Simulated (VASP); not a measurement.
Wanted: the native input for a VASP 6.6.1 run.

* Task: single point
* Functional: LDA
* Potentials or basis: VASP PAW LDA potentials, release 64 (Zn, Se)
* Cutoff: 500 eV
* k mesh: 8 × 8 × 8
* Occupations: gaussian, width 0.02 eV
* Spin: no spin polarisation
* Dipole correction: no
* Further INCAR settings: ALGO = Normal; EDIFF = 1e-06; NBANDS = 16

The structure of ZnSe lies in POSCAR:

```
ZnSe
1.0
    0.0000000000      2.7836763814      2.7836763814
    2.7836763814      0.0000000000      2.7836763814
    2.7836763814      2.7836763814      0.0000000000
Zn Se
1 1
Direct
    0.0000000000      0.0000000000      0.0000000000
    0.2500000000      0.2500000000      0.2500000000
```

The input as run:

INCAR

```
SYSTEM = ZnSe
PREC = Accurate
ENCUT = 500
EDIFF = 1E-6
ISMEAR = 0
SIGMA = 0.02
LREAL = .FALSE.
LASPH = .TRUE.
NELM = 120
ALGO = Normal
ISIF = 2
LWAVE = .FALSE.
LCHARG = .TRUE.
GGA = CA
LELF = .TRUE.
LVHAR = .TRUE.
NBANDS = 16
GGA_COMPAT = .FALSE.
```

KPOINTS

```
regular mesh
0
G
  8 8 8
  0 0 0
```

Potentials or basis: VASP PAW LDA potentials, release 64 (Zn, Se).

Launch:

```console
$ cat potpaw_LDA.64/Zn/POTCAR potpaw_LDA.64/Se/POTCAR > POTCAR
$ mpirun -np 1 vasp_std > vasp.out
```

It gave:

```yaml
Pressure: 0.4 GPa
Band_gap_on_the_k_mesh: 1.29 eV
```

Run time: 18 s on 1 thread of Intel(R) Xeon(R) Platinum 8488C (Sapphire Rapids), on a shared host, peak memory 0.15 GiB.
